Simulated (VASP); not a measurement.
# SrTiO3 (P4/mmm) in VASP: single point with LDA

Aim: the single point of SrTiO3 with LDA.

Everything below comes from runs of VASP 6.6.1. Logs are shortened: lines on timing, memory, paths and dates and some standing lists are left out, and cuts for length are marked.

## Step 1: The cell of the first run

It takes space group P4/mmm (No. 123, tetragonal). The conventional cell has a = 3.962 Å, b = 3.962 Å, c = 3.797 Å, α = 90.00°, β = 90.00°, γ = 90.00°. Within 3.6 Å of Sr (site symmetry 4/mmm) lie 12 O at 2.74 to 2.80 Å and 8 Ti at 3.38 Å. Within 2.5 Å of Ti (site symmetry 4/mmm) lie 6 O at 1.90 to 1.98 Å. Within 2.6 Å of O (site symmetry mmm) lie 2 Ti at 1.98 Å. O (site symmetry 4/mmm) has 2 Ti at 1.90 Å within 2.5 Å.

## Step 2: Single point, LDA

Contents of INCAR:

```
SYSTEM = SrTiO3
PREC = Accurate ; ENCUT = 520
EDIFF = 1E-6 ; ISMEAR = 0
SIGMA = 0.02 ; LREAL = .FALSE.
LASPH = .TRUE. ; NELM = 80
ALGO = Normal ; ISIF = 2
LWAVE = .FALSE. ; LCHARG = .FALSE.
GGA = CA ; NBANDS = 28
```

Contents of KPOINTS:

```
Automatic mesh
0
G
  9 9 9
  0 0 0
```

Contents of POSCAR:

```
SrTiO3
1.0
    3.9621891213      0.0000000000      0.0000000000
    0.0000000000      3.9621891213      0.0000000000
    0.0000000000      0.0000000000      3.7967307020
Sr Ti O
1 1 3
Direct
    0.0000000000      0.0000000000      0.0000000000
    0.5000000000      0.5000000000      0.5000000000
    0.0000000000      0.5000000000      0.5000000000
    0.5000000000      0.0000000000      0.5000000000
    0.5000000000      0.5000000000      0.0000000000
```

Potentials or basis: VASP PAW LDA potentials, release 64 (Sr_sv, Ti_sv, O).

Started as:

```
> cat potpaw_LDA.64/Sr_sv/POTCAR potpaw_LDA.64/Ti_sv/POTCAR potpaw_LDA.64/O/POTCAR > POTCAR
> mpirun -np 1 vasp_std > vasp.out
```

OUTCAR:

```text
SYSTEM = SrTiO3
   PREC = Accurate
   ENCUT = 520
   EDIFF = 1E-6
   ISMEAR = 0
   LREAL = .FALSE.
   LASPH = .TRUE.
   NELM = 80
   ISIF = 2
   GGA = CA

 ion  position               nearest neighbor table
   1  0.000  0.000  0.000-   3 2.74   4 2.74   3 2.74   4 2.74   3 2.74   3 2.74   4 2.74   4 2.74
                             5 2.80   5 2.80   5 2.80   5 2.80   2 3.38   2 3.38   2 3.38   2 3.38
   2  0.500  0.500  0.500-   5 1.90   5 1.90   3 1.98   4 1.98   4 1.98   3 1.98   1 3.38   1 3.38
                             1 3.38   1 3.38   1 3.38   1 3.38   1 3.38   1 3.38
   3  0.000  0.500  0.500-   2 1.98   2 1.98   1 2.74   1 2.74   1 2.74   1 2.74
   4  0.500  0.000  0.500-   2 1.98   2 1.98   1 2.74   1 2.74   1 2.74   1 2.74
   5  0.500  0.500  0.000-   2 1.90   2 1.90   1 2.80   1 2.80   1 2.80   1 2.80

  LATTYP: Found a simple tetragonal cell.
 ALAT       =     3.9621891213
 C/A-ratio  =     0.9582406558

  Lattice vectors:

 A1 = (   3.9621891213,   0.0000000000,   0.0000000000)
 A2 = (   0.0000000000,   3.9621891213,   0.0000000000)
 A3 = (   0.0000000000,   0.0000000000,   3.7967307020)

Analysis of symmetry for initial positions (statically):
=====================================================================
 Subroutine PRICEL returns:
 Original cell was already a primitive cell.

 Routine SETGRP: Setting up the symmetry group for a
 simple tetragonal supercell.

 Subroutine GETGRP returns: Found 16 space group operations
 (whereof 16 operations were pure point group operations)
 out of a pool of 16 trial point group operations.

The static configuration has the point symmetry D_4h.

Analysis of symmetry for dynamics (positions and initial velocities):
=====================================================================
 Subroutine PRICEL returns:
 Original cell was already a primitive cell.

 Routine SETGRP: Setting up the symmetry group for a
 simple tetragonal supercell.

 Subroutine GETGRP returns: Found 16 space group operations
 (whereof 16 operations were pure point group operations)
 out of a pool of 16 trial point group operations.

The dynamic configuration has the point symmetry D_4h.

 Subroutine INISYM returns: Found 16 space group operations
 (whereof 16 operations are pure point group operations),
 and found     1 'primitive' translations

[... 100 lines left out ...]
   EDIFF  = 0.1E-05   stopping-criterion for ELM
   LREAL  =      F    real-space projection
   EDIFFG = 0.1E-04   stopping-criterion for IOM
   NSW    =      0    number of steps for IOM
   IBRION =     -1    ionic relax: 0-MD 1-quasi-New 2-CG
   NFREE  =      0    steps in history (QN), initial steepest desc. (CG)
   ISIF   =      2    stress and relaxation
   ISYM   =      2    0-nonsym 1-usesym 2-fastsym
   POTIM  = 0.5000    time-step for ionic-motion
   TEBEG  =    0.0;   TEEND  =   0.0 temperature during run
   PSTRESS=    0.0 pullay stress
   NELECT =      40.0000    total number of electrons
   NUPDOWN=      -1.0000    fix difference up-down
   EMIN   =  10.00;   EMAX   =-10.00  energy-range for DOS
   EFERMI =   0.00;   METHOD = LEGACY
   ISMEAR =     0;   SIGMA  =   0.02  broadening in eV -4-tet -1-fermi 0-gaus
   EFERMI_NEDOS =   21; number of points for ismear=-14 and -15
   IALGO  =     38    algorithm
   IMIX   =      4    mixing-type and parameters
     AMIX     =   0.40;   BMIX     =  1.00
     AMIX_MAG =   1.60;   BMIX_MAG =  1.00
  volume/ion in A,a.u.               =      11.92        80.45
  Fermi-wavevector in a.u.,A,eV,Ry     =   1.433292  2.708530 27.950813  2.054327
  Thomas-Fermi vector in A             =   2.552826
   LORBIT       =      0    0 simple, 1 ext, 2 COOP (PROOUT), +10 PAW based schemes
   GGA     = CA    functional components
   LHFCALC =     F    Hartree Fock is set to
   AEXX    =    0.0000 exact exchange contribution
   IVDW    =     0    specifies the selected vdW correction
   LEPSILON=     F    determine dielectric tensor
   LRPA    =     F    only Hartree local field effects (RPA)
 non-spin polarized calculation
 Gauss-broadening in eV      SIGMA  =   0.02
  energy-cutoff  :      520.00
  volume of cell :       59.60
 maximum number of plane-waves:      1626
 NGX is ok and might be reduce to    30
   NGX = 15   NGY = 15   NGZ = 15

 number of electron      39.9999986 magnetization

 Free energy of the ion-electron system (eV)
  ---------------------------------------------------
  ext. energy  EPLUGINS =         0.00000000
  ---------------------------------------------------
  free energy    TOTEN  =       -44.08265989 eV

  energy without entropy =      -44.08265989  energy(sigma->0) =      -44.08265989

 E-fermi :   3.9275     XC(G=0): -11.7902

 val. band max:        3.8346322733   @ k =   0.4444   0.4444   0.4444
 cond. band min:       5.5687184140   @ k =   0.0000   0.0000   0.0000
 fundamental gap:      1.7340861407
 Fermi energy:         3.9274969587

 k-point     1 :       0.0000    0.0000    0.0000
  band No.  band energies     occupation
      1     -51.8558      2.00000
      2     -28.6263      2.00000
      3     -28.5438      2.00000
      4     -28.4935      2.00000
      5     -28.4935      2.00000
      6     -13.2952      2.00000
[... 733 lines left out ...]
     27      11.3536      0.00000
     28      12.2563      0.00000

 [... further k-points ...]

------------------------ aborting loop because EDIFF is reached ----------------------------------------

  FORCE on cell =-STRESS in cart. coord.  units (eV):
  Direction    XX          YY          ZZ          XY          YZ          ZX
  --------------------------------------------------------------------------------------
  -------------------------------------------------------------------------------------
  Total       -3.5362035     -3.5362035      0.4419856      0.0000000     -0.0000000      0.0000000
  in kB      -95.0533968    -95.0533968     11.8806041      0.0000000     -0.0000000      0.0000000
  external PRESSURE =     -59.4087298 kB  Pullay stress =       0.0000000 kB

 VOLUME and BASIS-vectors are now :
 -----------------------------------------------------------------------------
  energy-cutoff  :      520.00
  volume of cell :       59.60
      direct lattice vectors                 reciprocal lattice vectors
     3.962189121  0.000000000  0.000000000     0.252385732  0.000000000  0.000000000
     0.000000000  3.962189121  0.000000000     0.000000000  0.252385732  0.000000000
     0.000000000  0.000000000  3.796730702     0.000000000  0.000000000  0.263384495

 POSITION                                       TOTAL-FORCE (eV/Angst)
 -----------------------------------------------------------------------------------
      0.00000      0.00000      0.00000         0.000000      0.000000      0.000000
      1.98109      1.98109      1.89837         0.000000      0.000000      0.000000
      0.00000      1.98109      1.89837         0.000000      0.000000      0.000000
      1.98109      0.00000      1.89837         0.000000      0.000000      0.000000
      1.98109      1.98109      0.00000         0.000000      0.000000      0.000000
 -----------------------------------------------------------------------------------
    total drift:                                0.000000      0.000000     -0.000000

  FREE ENERGIE OF THE ION-ELECTRON SYSTEM (eV)
  ---------------------------------------------------
  free  energy   TOTEN  =       -44.0826598872 eV

  energy  without entropy=      -44.0826598872  energy(sigma->0) =      -44.08265989
```

OSZICAR:

```text
N       E                     dE             d eps       ncg     rms          rms(c)
DAV:   1     0.427281765190E+03    0.42728E+03   -0.21400E+04  4200   0.159E+03
DAV:   2    -0.988591547557E+01   -0.43717E+03   -0.41772E+03  4756   0.440E+02
DAV:   3    -0.520960133830E+02   -0.42210E+02   -0.41871E+02  5760   0.133E+02
DAV:   4    -0.540760542218E+02   -0.19800E+01   -0.19754E+01  6332   0.247E+01
DAV:   5    -0.541228614181E+02   -0.46807E-01   -0.46797E-01  5808   0.318E+00    0.267E+01
DAV:   6    -0.443393246274E+02    0.97835E+01   -0.52328E+01  6020   0.639E+01    0.159E+01
DAV:   7    -0.442296589873E+02    0.10967E+00   -0.82724E+00  5552   0.220E+01    0.112E+01
DAV:   8    -0.441881295946E+02    0.41529E-01   -0.17793E+00  5000   0.136E+01    0.300E+00
DAV:   9    -0.440929333044E+02    0.95196E-01   -0.41610E-01  5212   0.631E+00    0.108E+00
DAV:  10    -0.440892747157E+02    0.36586E-02   -0.95611E-02  5184   0.219E+00    0.739E-01
DAV:  11    -0.440826778717E+02    0.65968E-02   -0.26169E-02  6552   0.149E+00    0.130E-01
DAV:  12    -0.440826468020E+02    0.31070E-04   -0.16735E-03  5232   0.395E-01    0.732E-02
DAV:  13    -0.440826731937E+02   -0.26392E-04   -0.29311E-04  6120   0.119E-01    0.456E-02
DAV:  14    -0.440826617468E+02    0.11447E-04   -0.49534E-05  5632   0.553E-02    0.180E-02
DAV:  15    -0.440826604787E+02    0.12681E-05   -0.79420E-06  5584   0.170E-02    0.122E-02
DAV:  16    -0.440826598872E+02    0.59150E-06   -0.33028E-06  4104   0.155E-02
   1 F= -.44082660E+02 E0= -.44082660E+02  d E =-.536528E-13
```

It took 2.8 min on 1 thread of Intel Xeon 8259CL, shared host; peak memory 0.24 GiB.

Results:

| Item | Value |
| --- | --- |
| Free energy | -44.0827 eV |
| Pressure | -5.9 GPa |
| Band gap on the k mesh | 1.73 eV (least direct gap 2.03 eV) |

Caveat: the cell stands under tension; an odd mesh through Γ misses points on the zone boundary, where band edges can lie.
